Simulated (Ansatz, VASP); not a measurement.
# Cs in VASP and in Ansatz

INCAR

```
PREC     = Accurate       # precision mode
ENCUT    = 500            # plane-wave cutoff, eV
EDIFF    = 1E-6           # SCF threshold, eV
ISMEAR   = -1             # smearing method
SIGMA    = 0.025          # smearing width, eV
LREAL    = F              # projectors in reciprocal space
LASPH    = T              # aspherical terms in the spheres
NELM     = 200            # most SCF steps
ALGO     = Normal         # electronic algorithm
ISIF     = 2              # what is computed and relaxed
LWAVE    = F              # write WAVECAR
LCHARG   = T              # write CHGCAR
ISPIN    = 2              # spin polarisation
MAGMOM   = 0              # initial moments
LORBIT   = 11             # projections on sites
GGA      = RE             # functional
LELF     = T              # ELF
LVHAR    = T            
NBANDS   = 14             # bands
GGA_COMPAT= F
```

Contents of KPOINTS:

```
Automatic mesh
0
Gamma
  5 5 5
```

File POSCAR:

```
Cs
1.0
   -3.2022510000      3.1780120000      3.0485930000
    3.2258260000     -3.1756290000      3.0697860000
    3.1392390000      3.1126170000     -3.0462110000
Cs
1
Direct
    0.0000000000      0.0000000000      0.0000000000
```

Contents of input.yaml:

```yaml
crystal:
  lattice:
    - [-3.202251, 3.178012, 3.048593]
    - [3.225826, -3.175629, 3.069786]
    - [3.139239, 3.112617, -3.046211]
  atoms:
    - { symbol: Cs, position: [0.0, 0.0, 0.0] }
hamiltonian:
  xc: revpbe
  pseudopotentials: { kind: paw, source: ansatz }
kpoints:
  mp_grid: { grid: [5, 5, 5] }
  band_path:
    path:
      - [[-0.5, 0.5, 0.0], [0.0, 0.0, 0.0], [0.0, -0.5, 0.0]]
      - [[-0.5, 0.0, 0.0], [0.0, 0.0, 0.0], [0.0, 0.0, 0.5]]
      - [[-0.5, 0.5, 0.5], [0.0, 0.0, 0.0], [0.0, -0.5, 0.5]]
      - [[-0.5, 0.0, 0.5], [0.0, 0.0, 0.0]]
    npoints: 14
scf:
  occupations: { method: fermi_dirac, width: 0.025 }
  n_extra_bands: 6
output:
  forces: true
  stress: true
  eigenvalues: true
  fatbands: false
  write_density: true
  write_potential: true
  elf: true
  volumetric_format: npy
magnetization:
  spin_polarized: true
```

Alike in both runs: functional revPBE; k mesh 5 × 5 × 5; occupations fermi-dirac, width 0.025 eV; collinear spin.

|  | VASP | Ansatz |
| --- | --- | --- |
| version | VASP 6.6.1 | Ansatz 0.2.0 |
| potentials or method | VASP PAW PBE potentials, release 64 (Cs_sv) | Ansatz PAW earlier set |
| plane-wave cutoff (eV) | 500 | 520 |
| valence electrons in the cell | 9 | 9 |
| task | single point | band structure |

```tsv
	VASP	Ansatz	Ansatz less VASP
gap on the k mesh at the Fermi level (eV)	none	none	-
pressure (GPa)	0.1	0.1	0.00
traceless stress, the component that is largest in VASP (GPa)	0.07	0.07	0.000
```

VASP's potentials were made for PBE, not for revPBE. A gap of «none» marks a metal or a gap that the smearing closes. The functional is the same, so the differences come from potentials, cutoffs and numerics.

Neither program's run includes spin-orbit coupling.
